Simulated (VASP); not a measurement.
CsWS3, 5 atoms in the cell. The structure is cubic, space group Pm-3m (No. 221). The conventional cell has a = 4.983 Å, b = 4.983 Å, c = 4.983 Å, α = 90.00°, β = 90.00°, γ = 90.00°. Cs (site symmetry m-3m) has 12 S at 3.52 Å and 8 W at 4.32 Å within 4.6 Å. W (site symmetry m-3m) has 6 S at 2.49 Å within 3.3 Å. S (site symmetry 4/mmm) has 2 W at 2.49 Å within 3.3 Å. 

| Quantity | Value |
| --- | --- |
| Program | VASP 6.6.1 |
| Task | relaxation of cell and atoms |
| Functional | PBE |
| Potentials or basis | VASP PAW PBE potentials, release 64 (Cs_sv, W_sv, S) |
| Cutoff | 600 eV |
| k mesh | 4 × 4 × 4 |
| Occupations | gaussian, width 0.1 eV |
| Spin | no spin polarisation |
| Dipole correction | no |
| Further INCAR settings | ALGO = Normal; EDIFF = 1e-07; IBRION = 2; EDIFFG = -0.04; NSW = 90; ISIF = 3 |

Potentials or basis: VASP PAW PBE potentials, release 64 (Cs_sv, W_sv, S).

The run is started by

```console
$ cat potpaw_PBE.64/Cs_sv/POTCAR potpaw_PBE.64/W_sv/POTCAR potpaw_PBE.64/S/POTCAR > POTCAR
$ mpirun -np 1 vasp_std > vasp.out
```

Hardware: 1 thread of Intel(R) Xeon(R) Platinum 8375C CPU @ 2.90GHz (Ice Lake), with other jobs on the host.

Task: Estimate the wall time of this run.

Result: Wall time 70 s on 1 thread of Intel(R) Xeon(R) Platinum 8375C CPU @ 2.90GHz (Ice Lake) (shared host), peak memory 0.27 GiB. Counts: scf iterations 40, k points 10, ion steps 3.
